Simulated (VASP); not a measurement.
## SiC (Moissanite): single point with PBE

SiC (Moissanite):

```
CELL_PARAMETERS angstrom
3.07600 0.00000 0.00000
-1.53800 2.66389 0.00000
0.00000 0.00000 5.04800
ATOMIC_POSITIONS crystal
Si 0.33333 0.66667 0.00450
Si 0.66667 0.33333 0.50450
C 0.33333 0.66667 0.38050
C 0.66667 0.33333 0.88050
```

```json
{"Program": "VASP 6.6.1", "Task": "single point", "Functional": "PBE", "Potentials or basis": "VASP PAW PBE potentials, release 64 (Si, C)", "Cutoff": "520 eV", "k mesh": "16 × 16 × 9", "Occupations": "fermi-dirac, width 0.02 eV", "Spin": "no spin polarisation", "Dipole correction": "no", "Further INCAR settings": "ALGO = Normal; EDIFF = 1e-07; NBANDS = 16"}
```

| Quantity | Value |
| --- | --- |
| Pressure | 3.4 GPa |
| Largest force | 0.018 eV/Å |
| Band gap on the k mesh | 2.34 eV, indirect (least direct gap 3.97 eV) |

Forces on the atoms (eV/Å):
```
Si   0.000  0.000  0.018
Si   0.000  0.000  0.018
C    0.000  0.000 -0.018
C    0.000  0.000 -0.018
```

Stress tensor (GPa, compression positive):
```
3.42 0.00 0.00
0.00 3.42 0.00
0.00 0.00 3.26
```

Levels at points of the mesh, in eV from the valence-band top:
```tsv
k point	band 4	band 5	band 6	band 7	band 8	band 9	band 10	band 11	band 12	band 13
(0.00, 0.00, 0.00)	-1.32	-1.32	-0.10	0.00	0.00	4.81	6.21	6.67	6.67	7.75
(0.50, 0.00, 0.00)	-6.29	-5.42	-3.32	-3.28	-1.19	2.78	4.23	6.88	7.14	10.05
```

It took 45 s on 1 thread of Intel(R) Xeon(R) 6975P-C (Granite Rapids), on a shared host, peak memory 0.21 GiB.

A k mesh can miss the band edges.
